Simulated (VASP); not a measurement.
Write the native input for VASP 6.6.1 that does the following.

```
Task                   : single point
Functional             : PBEsol
Potentials or basis    : VASP PAW PBE potentials, release 64 (I)
Cutoff                 : 520 eV
k mesh                 : 9 × 9 × 9
Occupations            : fermi-dirac, width 0.05 eV
Spin                   : no spin polarisation
Dipole correction      : no
Further INCAR settings : ALGO = Normal; EDIFF = 1e-06; NBANDS = 10
```

The structure of I lies in POSCAR:

```
I
1.0
    0.0000000000      2.1524013015      3.0167155209
    2.1511900608      0.0000000000      3.0167155209
    2.1511900608      2.1524013015      0.0000000000
I
1
Direct
    0.0000000000      0.0000000000      0.0000000000
```

One way to write it, as run:

INCAR

```
SYSTEM = I
ALGO     = Normal         ! electronic algorithm
EDIFF    = 1E-6           ! SCF threshold, eV
ENCUT    = 520            ! plane-wave cutoff, eV
GGA      = PS             ! functional
ISIF     = 2              ! what is computed and relaxed
ISMEAR   = -1             ! smearing method
LASPH    = .TRUE.         ! aspherical terms in the spheres
LCHARG   = .FALSE.        ! write CHGCAR
LREAL    = .FALSE.        ! projectors in reciprocal space
LWAVE    = .FALSE.        ! write WAVECAR
NBANDS   = 10             ! bands
NELM     = 80             ! most SCF steps
PREC     = Accurate       ! precision mode
SIGMA    = 0.05           ! smearing width, eV
```

KPOINTS

```
k-points
0
G
  9 9 9
  0 0 0
```

Potentials or basis: VASP PAW PBE potentials, release 64 (I).

Run with:

```console
$ cat potpaw_PBE.64/I/POTCAR > POTCAR
$ mpirun -np 1 vasp_std > vasp.out
```

It gave:

| Property | Result |
| --- | --- |
| Pressure | 10.0 GPa |
| Band gap on the k mesh | zero (an odd number of electrons rules out a gap without spin polarisation) |

Caveat: the cell stands under pressure; the PAW data sets were made with another functional, which shifts forces and pressure a little; spin-orbit coupling is left out, which moves the levels of the heavy elements; an odd number of electrons without spin polarisation forces a metal; a magnetic or distorted state may lie lower.

Run time: 19 s on 1 thread of Intel(R) Xeon(R) Platinum 8259CL CPU @ 2.50GHz (Skylake/Cascade Lake) (shared host), peak memory 0.17 GiB.
